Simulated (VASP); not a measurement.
Pb: single point with PBE

The system is Pb.

```
Pb
1.0
    -1.66781    1.66781    1.66781
     1.66781   -1.66781    1.66781
     1.66781    1.66781   -1.66781
Pb
1
Cartesian
  0.0000 0.0000 0.0000
```

This cell differs from its parent crystal: volume scaled by 0.58.

```
Program                : VASP 6.6.1
Task                   : single point
Functional             : PBE
Potentials or basis    : VASP PAW PBE potentials, release 64 (Pb_d)
Cutoff                 : 520 eV
k mesh                 : 15 × 15 × 15
Occupations            : fermi-dirac, width 0.1 eV
Spin                   : no spin polarisation
Dipole correction      : no
Further INCAR settings : ALGO = Normal; EDIFF = 1e-06; NBANDS = 13
```

| Property | Result |
| --- | --- |
| Pressure | 79.3 GPa |
| Band gap on the k mesh | zero (band 7 reaches 25.64 eV, above the bottom of band 8 at 10.88 eV) |

Levels at points of the mesh, in eV from the Fermi level:
```tsv
k point	band 3	band 4	band 5	band 6	band 7	band 8	band 9	band 10	band 11	band 12
(0.00, 0.00, 0.00)	-18.44	-17.59	-17.59	-16.49	11.03	11.03	11.03	13.06	13.06	13.06
```

Run time: 14 s on 1 thread of Intel(R) Xeon(R) Platinum 8375C CPU @ 2.90GHz (Ice Lake), with other jobs on the host, peak memory 0.16 GiB.

Caveat: spin-orbit coupling is left out, which moves the levels of the heavy elements.
